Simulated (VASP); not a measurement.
# Ca3W (Pm-3m) in VASP: notebook

Runs on Ca3W. Level: PBE. Tasks: single point.

All numbers are computed with VASP 6.6.1; they aren't measurements. Logs are shortened: lines on timing, memory, paths and dates and some standing lists are left out, and cuts for length are marked.

## 1. The cell of the first run

It takes space group Pm-3m (No. 221, cubic). The conventional cell has a = 4.616 Å, b = 4.616 Å, c = 4.616 Å, α = 90.00°, β = 90.00°, γ = 90.00°. Ca (site symmetry 4/mmm) has 8 Ca at 3.26 Å and 4 W at 3.26 Å within 4.3 Å. Within 4.3 Å of W (site symmetry m-3m) lie 12 Ca at 3.26 Å.

## 2. Single point, PBE

INCAR

```
  PREC = Accurate
  ENCUT = 520
  EDIFF = 1E-6
  ISMEAR = 0
  SIGMA = 0.1
  LREAL = False
  LASPH = True
  NELM = 60
  ALGO = Normal
  ISIF = 2
  LWAVE = False
  LCHARG = False
  GGA = PE
  NBANDS = 30
```

KPOINTS

```
Automatic mesh
0
Gamma
  4 4 4
```

POSCAR

```
Ca3W
1.0
    4.6163418874      0.0000000000      0.0000000000
    0.0000000000      4.6163418874      0.0000000000
    0.0000000000      0.0000000000      4.6163418874
Ca W
3 1
Direct
    0.0000000000      0.5000000000      0.5000000000
    0.5000000000      0.0000000000      0.5000000000
    0.5000000000      0.5000000000      0.0000000000
    0.0000000000      0.0000000000      0.0000000000
```

Potentials or basis: VASP PAW PBE potentials, release 64 (Ca_sv, W_sv).

Command:

```bash
$ cat potpaw_PBE.64/Ca_sv/POTCAR potpaw_PBE.64/W_sv/POTCAR > POTCAR
$ mpirun -np 1 vasp_std > vasp.out
```

OUTCAR:

```text
PREC = Accurate
   ENCUT = 520
   EDIFF = 1E-6
   ISMEAR = 0
   LREAL = False
   LASPH = True
   NELM = 60
   ISIF = 2
   GGA = PE

 ion  position               nearest neighbor table
   1  0.000  0.500  0.500-   4 3.26   4 3.26   4 3.26   4 3.26
   2  0.500  0.000  0.500-   4 3.26   4 3.26   4 3.26   4 3.26
   3  0.500  0.500  0.000-   4 3.26   4 3.26   4 3.26   4 3.26
   4  0.000  0.000  0.000-   1 3.26   2 3.26   3 3.26   1 3.26   2 3.26   1 3.26   3 3.26   1 3.26
                             2 3.26   3 3.26   2 3.26   3 3.26

  LATTYP: Found a simple cubic cell.
 ALAT       =     4.6163418874

  Lattice vectors:

 A1 = (   4.6163418874,   0.0000000000,   0.0000000000)
 A2 = (   0.0000000000,   4.6163418874,   0.0000000000)
 A3 = (   0.0000000000,   0.0000000000,   4.6163418874)

Analysis of symmetry for initial positions (statically):
=====================================================================
 Subroutine PRICEL returns:
 Original cell was already a primitive cell.

 Routine SETGRP: Setting up the symmetry group for a
 simple cubic supercell.

 Subroutine GETGRP returns: Found 48 space group operations
 (whereof 48 operations were pure point group operations)
 out of a pool of 48 trial point group operations.

The static configuration has the point symmetry O_h .

Analysis of symmetry for dynamics (positions and initial velocities):
=====================================================================
 Subroutine PRICEL returns:
 Original cell was already a primitive cell.

 Routine SETGRP: Setting up the symmetry group for a
 simple cubic supercell.

 Subroutine GETGRP returns: Found 48 space group operations
 (whereof 48 operations were pure point group operations)
 out of a pool of 48 trial point group operations.

The dynamic configuration has the point symmetry O_h .

 Subroutine INISYM returns: Found 48 space group operations
 (whereof 48 operations are pure point group operations),
 and found     1 'primitive' translations

----------------------------------------------------------------------------------------

                                     Primitive cell

  volume of cell :      98.3771

  direct lattice vectors                    reciprocal lattice vectors
[... 73 lines left out ...]
   LASPH  =      T    aspherical Exc in radial PAW
   ENCUT  =  520.0 eV  38.22 Ry    6.18 a.u.   8.58  8.58  8.58*2*pi/ulx,y,z
   NELM   =     60;   NELMIN=  2; NELMDL= -5     # of ELM steps
   EDIFF  = 0.1E-05   stopping-criterion for ELM
   LREAL  =      F    real-space projection
   EDIFFG = 0.1E-04   stopping-criterion for IOM
   NSW    =      0    number of steps for IOM
   IBRION =     -1    ionic relax: 0-MD 1-quasi-New 2-CG
   NFREE  =      0    steps in history (QN), initial steepest desc. (CG)
   ISIF   =      2    stress and relaxation
   ISYM   =      2    0-nonsym 1-usesym 2-fastsym
   POTIM  = 0.5000    time-step for ionic-motion
   TEBEG  =    0.0;   TEEND  =   0.0 temperature during run
   PSTRESS=    0.0 pullay stress
   NELECT =      44.0000    total number of electrons
   NUPDOWN=      -1.0000    fix difference up-down
   EMIN   =  10.00;   EMAX   =-10.00  energy-range for DOS
   EFERMI =   0.00;   METHOD = LEGACY
   ISMEAR =     0;   SIGMA  =   0.10  broadening in eV -4-tet -1-fermi 0-gaus
   EFERMI_NEDOS =   21; number of points for ismear=-14 and -15
   IALGO  =     38    algorithm
   IMIX   =      4    mixing-type and parameters
     AMIX     =   0.40;   BMIX     =  1.00
     AMIX_MAG =   1.60;   BMIX_MAG =  1.00
  volume/ion in A,a.u.               =      24.59       165.97
  Fermi-wavevector in a.u.,A,eV,Ry     =   1.251971  2.365883 21.326214  1.567433
  Thomas-Fermi vector in A             =   2.385894
   LORBIT       =      0    0 simple, 1 ext, 2 COOP (PROOUT), +10 PAW based schemes
   GGA     = PE    functional components
   LHFCALC =     F    Hartree Fock is set to
   AEXX    =    0.0000 exact exchange contribution
   IVDW    =     0    specifies the selected vdW correction
   LEPSILON=     F    determine dielectric tensor
   LRPA    =     F    only Hartree local field effects (RPA)
 non-spin polarized calculation
 Gauss-broadening in eV      SIGMA  =   0.10
  energy-cutoff  :      520.00
  volume of cell :       98.38
 maximum number of plane-waves:      2680
 NGX is ok and might be reduce to    36
   NGX = 17   NGY = 17   NGZ = 17

 number of electron      44.0000009 magnetization

 Free energy of the ion-electron system (eV)
  ---------------------------------------------------
  ext. energy  EPLUGINS =         0.00000000
  ---------------------------------------------------
  free energy    TOTEN  =       -14.51199658 eV

  energy without entropy =      -14.48739851  energy(sigma->0) =      -14.49969754

 E-fermi :   4.5401     XC(G=0):  -9.9917

 val. band max:        4.5360282670   @ k =   0.2500   0.2500   0.2500
 cond. band min:       4.5607589661   @ k =   0.5000   0.0000   0.0000
 fundamental gap:      0.0247306991
 Fermi energy:         4.5401462744

 k-point     1 :       0.0000    0.0000    0.0000
  band No.  band energies     occupation
      1     -68.6522      2.00000
      2     -35.9039      2.00000
      3     -35.7640      2.00000
      4     -35.7640      2.00000
      5     -32.8469      2.00000
      6     -32.8469      2.00000
[... 319 lines left out ...]
     29       6.6525      0.00000
     30       7.9471      0.00000

------------------------ aborting loop because EDIFF is reached ----------------------------------------

  FORCE on cell =-STRESS in cart. coord.  units (eV):
  Direction    XX          YY          ZZ          XY          YZ          ZX
  --------------------------------------------------------------------------------------
  -------------------------------------------------------------------------------------
  Total        3.9315113      3.9315113      3.9315113     -0.0000000     -0.0000000      0.0000000
  in kB       64.0289250     64.0289250     64.0289250     -0.0000000     -0.0000000      0.0000000
  external PRESSURE =      64.0289250 kB  Pullay stress =       0.0000000 kB

 VOLUME and BASIS-vectors are now :
 -----------------------------------------------------------------------------
  energy-cutoff  :      520.00
  volume of cell :       98.38
      direct lattice vectors                 reciprocal lattice vectors
     4.616341887  0.000000000  0.000000000     0.216621737  0.000000000  0.000000000
     0.000000000  4.616341887  0.000000000     0.000000000  0.216621737  0.000000000
     0.000000000  0.000000000  4.616341887     0.000000000  0.000000000  0.216621737

 POSITION                                       TOTAL-FORCE (eV/Angst)
 -----------------------------------------------------------------------------------
      0.00000      2.30817      2.30817         0.000000      0.000000      0.000000
      2.30817      0.00000      2.30817         0.000000      0.000000      0.000000
      2.30817      2.30817      0.00000         0.000000      0.000000      0.000000
      0.00000      0.00000      0.00000         0.000000      0.000000      0.000000
 -----------------------------------------------------------------------------------
    total drift:                                0.000000      0.000000      0.000000

  FREE ENERGIE OF THE ION-ELECTRON SYSTEM (eV)
  ---------------------------------------------------
  free  energy   TOTEN  =       -14.5119965834 eV

  energy  without entropy=      -14.4873985057  energy(sigma->0) =      -14.49969754
```

stdout:

```text
POSCAR found type information on POSCAR CaW
 POSCAR found :  2 types and       4 ions
 scaLAPACK will be used
 LDA part: xc-table for (Slater+PW92), standard interpolation
 POSCAR, INCAR and KPOINTS ok, starting setup
 FFT: planning ... GRIDC
 FFT: planning ... GRID_SOFT
 FFT: planning ... GRID
 WAVECAR not read
 entering main loop
```

Wall time 47 s (1 thread of AMD EPYC 7R43 (Zen 3), shared host); peak memory 0.18 GiB.

Results:

* Free energy: -14.5120 eV
* Pressure: 6.4 GPa
* Band gap on the k mesh: zero (bands 22 and 23 overlap by 1.41 eV)

Caveat: the cell stands under pressure; spin-orbit coupling is left out, which moves the levels of the heavy elements.

## 3. Single point, PBE

This run uses another cell than the first one, of 28.37 Å³/atom.

INCAR

```
SYSTEM = Ca3W
PREC     = Accurate       ! precision mode
ENCUT    = 520            ! plane-wave cutoff, eV
EDIFF    = 1E-7           ! SCF threshold, eV
ISMEAR   = 0              ! smearing method
SIGMA    = 0.1            ! smearing width, eV
LREAL    = .False.        ! projectors in reciprocal space
LASPH    = .True.         ! aspherical terms in the spheres
NELM     = 80             ! most SCF steps
ALGO     = Fast           ! electronic algorithm
ISIF     = 2              ! what is computed and relaxed
LWAVE    = .False.        ! write WAVECAR
LCHARG   = .True.         ! write CHGCAR
GGA      = PE             ! functional
LELF     = .True.         ! ELF
LVHAR    = .True.       
NBANDS   = 30             ! bands
```

KPOINTS

```
regular mesh
0
Gamma
  4 4 4
  0 0 0
```

POSCAR

```
Ca3W
1.0
    4.8413885544      0.0000000000      0.0000000000
    0.0000000000      4.8413885544      0.0000000000
    0.0000000000      0.0000000000      4.8413885544
Ca W
3 1
Direct
    0.0000000000      0.5000000000      0.5000000000
    0.5000000000      0.0000000000      0.5000000000
    0.5000000000      0.5000000000      0.0000000000
    0.0000000000      0.0000000000      0.0000000000
```

Potentials or basis: VASP PAW PBE potentials, release 64 (Ca_sv, W_sv).

Command:

```bash
$ cat potpaw_PBE.64/Ca_sv/POTCAR potpaw_PBE.64/W_sv/POTCAR > POTCAR
$ mpirun -np 1 vasp_std > vasp.out
```

Run time: 66 s. Hardware: 1 thread of AMD EPYC 7R43 (Zen 3), shared host; peak memory 0.18 GiB.

Results (log left out):

```yaml
Free_energy: -14.7798 eV
Pressure: -0.1 GPa
Band_gap_on_the_k_mesh: zero (bands 22 and 23 overlap by 1.13 eV)
```

Levels at points of the mesh, in eV from the Fermi level:
| k point | band 20 | band 21 | band 22 | band 23 | band 24 | band 25 |
| --- | --- | --- | --- | --- | --- | --- |
| (0.00, 0.00, 0.00) | -1.16 | -0.52 | -0.52 | -0.52 | 2.25 | 2.25 |
| (0.50, 0.00, 0.00) | -0.16 | -0.15 | -0.15 | 0.16 | 0.57 | 1.20 |
| (0.50, 0.50, 0.00) | -1.05 | -0.09 | -0.09 | -0.01 | 0.66 | 0.84 |
| (0.50, 0.50, 0.50) | -1.44 | 0.61 | 0.61 | 0.67 | 0.67 | 0.67 |

Caveat: spin-orbit coupling is left out, which moves the levels of the heavy elements.

The gap in the log of VASP goes by the Fermi energy; the results here count the filled bands.